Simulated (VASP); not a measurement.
# Re in VASP: a series of runs

Aim: see how the results for Re move with the level of theory and the settings. Levels: PBEsol, PBE, r2SCAN+rVV10. Tasks: single point.

Program: VASP 6.6.1. These are calculated values, not measurements. Logs are shortened: lines on timing, memory, paths and dates and some standing lists are left out, and cuts for length are marked.

### Step 1. The cell of the first run

It takes space group P6_3/mmc (No. 194, hexagonal). The conventional cell has a = 2.779 Å, b = 2.779 Å, c = 4.488 Å, α = 90.00°, β = 90.00°, γ = 120.00°. Re (site symmetry -6m2) has 12 Re at 2.76 to 2.78 Å within 3.6 Å.

### Step 2. Single point, PBEsol, non-collinear spin, zero start, spin-orbit coupling

The input, INCAR:

```
  PREC = Accurate
  ENCUT = 520
  EDIFF = 1E-7
  ISMEAR = -1
  SIGMA = 0.05
  LREAL = F
  LASPH = T
  NELM = 150
  ALGO = Normal
  ISIF = 2
  LWAVE = F
  LCHARG = F
  LNONCOLLINEAR = T
  MAGMOM = 0 0 0 0 0 0
  LORBIT = 11
  LSORBIT = T
  GGA_COMPAT = F
  LORBMOM = T
  LMAXMIX = 4
  GGA = PS
  NBANDS = 26
```

The input, KPOINTS:

```
Automatic mesh
0
Gamma
  11 11 6
```

The input, POSCAR:

```
Re
1.0
    2.7790839766      0.0000000000      0.0000000000
   -1.3895419883      2.4067573230      0.0000000000
    0.0000000000      0.0000000000      4.4877253638
Re
2
Direct
    0.6666666667      0.3333333333      0.7500000000
    0.3333333333      0.6666666667      0.2500000000
```

Potentials or basis: VASP PAW PBE potentials, release 64 (Re).

On the command line:

```bash
$ cat potpaw_PBE.64/Re/POTCAR > POTCAR
$ mpirun -np 1 vasp_ncl > vasp.out
```

OUTCAR:

```text
PREC = Accurate
   ENCUT = 520
   EDIFF = 1E-7
   ISMEAR = -1
   LREAL = F
   LASPH = T
   NELM = 150
   ISIF = 2
   LNONCOLLINEAR = T
   LORBIT = 11
   LSORBIT = T
   GGA = PS

 ion  position               nearest neighbor table
   1  0.667  0.333  0.750-   2 2.76   2 2.76   2 2.76   2 2.76   2 2.76   2 2.76
   2  0.333  0.667  0.250-   1 2.76   1 2.76   1 2.76   1 2.76   1 2.76   1 2.76

  LATTYP: Found a hexagonal cell.
 ALAT       =     2.7790839766
 C/A-ratio  =     1.6148217908

  Lattice vectors:

 A1 = (   2.7790839766,   0.0000000000,   0.0000000000)
 A2 = (  -1.3895419883,   2.4067573230,   0.0000000000)
 A3 = (   0.0000000000,   0.0000000000,   4.4877253638)

Analysis of symmetry for initial positions (statically):
=====================================================================
 Subroutine PRICEL returns:
 Original cell was already a primitive cell.

 Routine SETGRP: Setting up the symmetry group for a
 hexagonal supercell.

 Subroutine GETGRP returns: Found 24 space group operations
 (whereof 12 operations were pure point group operations)
 out of a pool of 24 trial point group operations.

The static configuration has the point symmetry D_3d.
 The point group associated with its full space group is D_6h.

Analysis of symmetry for dynamics (positions and initial velocities):
=====================================================================
 Subroutine PRICEL returns:
 Original cell was already a primitive cell.

 Routine SETGRP: Setting up the symmetry group for a
 hexagonal supercell.

 Subroutine GETGRP returns: Found 24 space group operations
 (whereof 12 operations were pure point group operations)
 out of a pool of 24 trial point group operations.

The dynamic configuration has the point symmetry D_3d.
 The point group associated with its full space group is D_6h.

Analysis of structural, dynamic, and magnetic symmetry:
=====================================================================
 Subroutine PRICEL returns:
 Original cell was already a primitive cell.

 Routine SETGRP: Setting up the symmetry group for a
 hexagonal supercell.

 Subroutine GETGRP returns: Found 24 space group operations
 (whereof 12 operations were pure point group operations)
 out of a pool of 24 trial point group operations.

The overall configuration has the point symmetry D_3d.
 The point group associated with its full space group is D_6h.

 Subroutine INISYM returns: Found 24 space group operations
 (whereof 12 operations are pure point group operations),
 and found     1 'primitive' translations

----------------------------------------------------------------------------------------

                                     Primitive cell

  volume of cell :      30.0165

  direct lattice vectors                    reciprocal lattice vectors
     2.779083977  0.000000000  0.000000000     0.359830796  0.207748407  0.000000000
    -1.389541988  2.406757323  0.000000000     0.000000000  0.415496814  0.000000000
     0.000000000  0.000000000  4.487725364     0.000000000  0.000000000  0.222830035

  length of vectors
     2.779083977  2.779083977  4.487725364     0.415496814  0.415496814  0.222830035

  position of ions in fractional coordinates (direct lattice)
     0.666666667  0.333333333  0.750000000
     0.333333333  0.666666667  0.250000000

  ion indices of the primitive-cell ions
   primitive index   ion index
                 1           1
                 2           2

----------------------------------------------------------------------------------------

 KPOINTS: Automatic mesh

Automatic generation of k-mesh.
 Grid dimensions read from file:
 generate k-points for:   11   11    6

 Generating k-lattice:

  Cartesian coordinates                     Fractional coordinates (reciprocal lattice)
     0.032711891  0.018886219  0.000000000     0.090909091  0.000000000  0.000000000
     0.000000000  0.037772438  0.000000000     0.000000000  0.090909091  0.000000000
     0.000000000  0.000000000  0.037138339     0.000000000  0.000000000  0.166666667

  Length of vectors
     0.037772438  0.037772438  0.037138339

  Shift w.r.t. Gamma in fractional coordinates (k-lattice)
     0.000000000  0.000000000  0.000000000

 Subroutine IBZKPT returns following result:
 ===========================================

 Found     64 irreducible k-points:

 Following reciprocal coordinates:
            Coordinates               Weight
  0.000000  0.000000  0.000000      1.000000
  0.090909  0.000000  0.000000      6.000000
  0.181818  0.000000  0.000000      6.000000
  0.272727  0.000000  0.000000      6.000000
  0.363636  0.000000  0.000000      6.000000
  0.454545  0.000000  0.000000      6.000000
[... 16 lines left out ...]
  0.090909  0.090909  0.166667     12.000000
  0.181818  0.090909  0.166667     24.000000
 [... further k-points ...]
[... 27 lines left out ...]
   TEBEG  =    0.0;   TEEND  =   0.0 temperature during run
   PSTRESS=    0.0 pullay stress
   NELECT =      14.0000    total number of electrons
   NUPDOWN=      -1.0000    fix difference up-down
   EMIN   =  10.00;   EMAX   =-10.00  energy-range for DOS
   EFERMI =   0.00;   METHOD = LEGACY
   ISMEAR =    -1;   SIGMA  =   0.05  broadening in eV -4-tet -1-fermi 0-gaus
   EFERMI_NEDOS =   21; number of points for ismear=-14 and -15
   IALGO  =     38    algorithm
   IMIX   =      4    mixing-type and parameters
     AMIX     =   0.40;   BMIX     =  1.00
     AMIX_MAG =   1.60;   BMIX_MAG =  1.00
  volume/ion in A,a.u.               =      15.01       101.28
  Fermi-wavevector in a.u.,A,eV,Ry     =   1.269592  2.399181 21.930731  1.611863
  Thomas-Fermi vector in A             =   2.402625
   LORBIT       =     11    0 simple, 1 ext, 2 COOP (PROOUT), +10 PAW based schemes
   GGA     = PS    functional components
   LHFCALC =     F    Hartree Fock is set to
   AEXX    =    0.0000 exact exchange contribution
   IVDW    =     0    specifies the selected vdW correction
   LEPSILON=     F    determine dielectric tensor
   LRPA    =     F    only Hartree local field effects (RPA)
  energy-cutoff  :      520.00
  volume of cell :       30.02
 maximum number of plane-waves:      1636
 NGX is ok and might be reduce to    24
   NGX = 11   NGY = 11   NGZ = 17

 number of electron      14.0000000 magnetization       0.0000000      0.0000000      0.0000000

 number of electron      14.0000000 magnetization      -0.0000000      0.0000000     -0.0000000

 number of electron      14.0000000 magnetization       0.0000000     -0.0000000      0.0000000

 Free energy of the ion-electron system (eV)
  ---------------------------------------------------
  ext. energy  EPLUGINS =         0.00000000
  ---------------------------------------------------
  free energy    TOTEN  =       -27.38121840 eV

  energy without entropy =      -27.36594666  energy(sigma->0) =      -27.37358253

 E-fermi :   7.5043     XC(G=0): -13.7106

 val. band max:        7.4694062629   @ k =   0.2727   0.0000   0.5000
 cond. band min:       7.5070274449   @ k =   0.3636   0.1818   0.3333
 fundamental gap:      0.0376211820
 Fermi energy:         7.5043189594

 k-point     1 :       0.0000    0.0000    0.0000
  band No.  band energies     occupation
      1      -2.2800      1.00000
      2      -2.2800      1.00000
      3       0.9746      1.00000
      4       0.9746      1.00000
      5       5.5828      1.00000
      6       5.5828      1.00000
[... 685 lines left out ...]
     25      18.3651      0.00000
     26      18.3651      0.00000

 [... further k-points ...]

------------------------ aborting loop because EDIFF is reached ----------------------------------------

  FORCE on cell =-STRESS in cart. coord.  units (eV):
  Direction    XX          YY          ZZ          XY          YZ          ZX
  --------------------------------------------------------------------------------------
  -------------------------------------------------------------------------------------
  Total       -1.9670702     -1.9670702     -2.0396262      0.0000000      0.0000000      0.0000000
  in kB     -104.9953793   -104.9953793   -108.8681706      0.0000000      0.0000000      0.0000000
  external PRESSURE =    -106.2863098 kB  Pullay stress =       0.0000000 kB

 VOLUME and BASIS-vectors are now :
 -----------------------------------------------------------------------------
  energy-cutoff  :      520.00
  volume of cell :       30.02
      direct lattice vectors                 reciprocal lattice vectors
     2.779083977  0.000000000  0.000000000     0.359830796  0.207748407  0.000000000
    -1.389541988  2.406757323  0.000000000     0.000000000  0.415496814  0.000000000
     0.000000000  0.000000000  4.487725364     0.000000000  0.000000000  0.222830035

 POSITION                                       TOTAL-FORCE (eV/Angst)
 -----------------------------------------------------------------------------------
      1.38954      0.80225      3.36579         0.000000      0.000000     -0.000000
     -0.00000      1.60450      1.12193         0.000000     -0.000000      0.000000
 -----------------------------------------------------------------------------------
    total drift:                                0.000000      0.000000     -0.000000

  FREE ENERGIE OF THE ION-ELECTRON SYSTEM (eV)
  ---------------------------------------------------
  free  energy   TOTEN  =       -27.3812184045 eV

  energy  without entropy=      -27.3659466620  energy(sigma->0) =      -27.37358253

 orbital moment (x)

 # of ion     p       d       tot
 ----------------------------------------
  1        -0.000   0.000   0.000
  2         0.000   0.000   0.000
 ----------------------------------------
            0.000   0.000   0.000

 orbital moment (y)

 # of ion     p       d       tot
 ----------------------------------------
  1         0.000   0.000   0.000
  2        -0.000  -0.000  -0.000
 ----------------------------------------
           -0.000  -0.000  -0.000

 orbital moment (z)

 # of ion     p       d       tot
 ----------------------------------------
  1         0.000   0.000   0.000
  2         0.000   0.000   0.000
 ----------------------------------------
            0.000   0.000   0.000

 Spin-Orbit-Coupling matrix elements

 Ion:    1  E_soc:     -0.6795639
 l=   1
     0.0000000    -0.0422169    -0.0414308
    -0.0422169     0.0000000    -0.0422169
    -0.0414308    -0.0422169     0.0000000
 l=   2
     0.0000000    -0.0137856     0.0000000    -0.0137856    -0.0573892
    -0.0137856     0.0000000    -0.0436156    -0.0141548    -0.0137856
     0.0000000    -0.0436156     0.0000000    -0.0436156     0.0000000
    -0.0137856    -0.0141548    -0.0436156     0.0000000    -0.0137856
    -0.0573892    -0.0137856     0.0000000    -0.0137856     0.0000000
 l=   3
     0.0000000     0.0000000     0.0000000     0.0000000     0.0000000     0.0000000     0.0000000
     0.0000000     0.0000000     0.0000000     0.0000000     0.0000000     0.0000000     0.0000000
     0.0000000     0.0000000     0.0000000     0.0000000     0.0000000     0.0000000     0.0000000
     0.0000000     0.0000000     0.0000000     0.0000000     0.0000000     0.0000000     0.0000000
     0.0000000     0.0000000     0.0000000     0.0000000     0.0000000     0.0000000     0.0000000
     0.0000000     0.0000000     0.0000000     0.0000000     0.0000000     0.0000000     0.0000000
     0.0000000     0.0000000     0.0000000     0.0000000     0.0000000     0.0000000     0.0000000

 Ion:    2  E_soc:     -0.6795639
 l=   1
     0.0000000    -0.0422169    -0.0414308
    -0.0422169     0.0000000    -0.0422169
    -0.0414308    -0.0422169     0.0000000
 l=   2
     0.0000000    -0.0137856     0.0000000    -0.0137856    -0.0573892
    -0.0137856     0.0000000    -0.0436156    -0.0141548    -0.0137856
     0.0000000    -0.0436156     0.0000000    -0.0436156     0.0000000
    -0.0137856    -0.0141548    -0.0436156     0.0000000    -0.0137856
    -0.0573892    -0.0137856     0.0000000    -0.0137856     0.0000000
 l=   3
     0.0000000     0.0000000     0.0000000     0.0000000     0.0000000     0.0000000     0.0000000
     0.0000000     0.0000000     0.0000000     0.0000000     0.0000000     0.0000000     0.0000000
     0.0000000     0.0000000     0.0000000     0.0000000     0.0000000     0.0000000     0.0000000
     0.0000000     0.0000000     0.0000000     0.0000000     0.0000000     0.0000000     0.0000000
     0.0000000     0.0000000     0.0000000     0.0000000     0.0000000     0.0000000     0.0000000
     0.0000000     0.0000000     0.0000000     0.0000000     0.0000000     0.0000000     0.0000000
     0.0000000     0.0000000     0.0000000     0.0000000     0.0000000     0.0000000     0.0000000

 total charge

# of ion       s       p       d       tot
------------------------------------------
    1        0.614   0.674   4.786   6.074
    2        0.614   0.674   4.786   6.074
--------------------------------------------------
tot          1.228   1.347   9.572  12.147

 magnetization (x)

# of ion       s       p       d       tot
------------------------------------------
    1        0.000   0.000   0.000   0.000
    2        0.000   0.000   0.000   0.000
--------------------------------------------------
tot          0.000   0.000   0.000   0.000

 magnetization (y)

# of ion       s       p       d       tot
------------------------------------------
    1        0.000   0.000  -0.000  -0.000
    2        0.000   0.000  -0.000  -0.000
--------------------------------------------------
tot          0.000   0.000  -0.000  -0.000

 magnetization (z)

# of ion       s       p       d       tot
------------------------------------------
    1        0.000   0.000   0.000   0.000
    2        0.000   0.000   0.000   0.000
--------------------------------------------------
tot          0.000   0.000   0.000   0.000
```

Wall time 98 s (1 thread of Intel Xeon 6975P-C (Granite Rapids), shared host); peak memory 0.28 GiB.

What came out:

* Free energy: -27.3812 eV
* Pressure: -10.6 GPa
* Net moment: 0.00 μB per cell
* Valence electrons inside the program's atomic spheres: Re 6.07

Moments on the atoms (μB; x, y, z):
```
Re  0.00 0.00 0.00
Re  0.00 0.00 0.00
```

Caveat: the cell stands under tension; the PAW data sets were made with another functional, which shifts forces and pressure a little.

(Continued in part 2 of 3.)
